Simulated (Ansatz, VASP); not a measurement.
# HfBr2F2 in VASP and in Ansatz

```
Hf Br F
1.0
    -2.17226    2.17226    6.24540
     2.17226   -2.17226    6.24540
     2.17226    2.17226   -6.24540
Hf Br F
1 2 2
Direct
  0.00000 0.00000 0.00000
  0.75000 0.25000 0.50000
  0.25000 0.75000 0.50000
  0.60688 0.60688 0.00000
  0.39312 0.39312 0.00000
```

Change from the starting cell: species swapped into the SrIn2Hg2 type (I4/mmm, No. 139).

Alike in both runs: task single point; functional PBE; k mesh 6 × 6 × 6; occupations gaussian, width 0.1 eV; no spin polarisation.

|  | VASP | Ansatz |
| --- | --- | --- |
| version | VASP 6.6.1 | Ansatz 0.2.0 |
| potentials or method | VASP PAW PBE potentials, release 64 (Hf_pv, Br, F), cutoff 520 eV | scalar-relativistic, plane waves, PAW |
| valence electrons in the cell | 38 | 54 |

|  | VASP | Ansatz | Ansatz less VASP |
| --- | --- | --- | --- |
| gap on the k mesh at the Fermi level (eV) | none | none | - |
| pressure (GPa) | -9.5 | -9.3 | +0.15 |
| traceless stress, the component that is largest in VASP (GPa) | 0.42 | 0.42 | 0.000 |
| rms of the force components (eV/Å) | 0.474 | 0.475 | +0.0013 |

Atom by atom the forces differ by 0.001 eV/Å (rms over components). A gap of «none» marks a metal or a gap that the smearing closes. VASP's potentials hold 38 valence electrons a cell and Ansatz's 54, so a difference there can come from the potentials and not from the codes.

Spin-orbit coupling is off throughout.
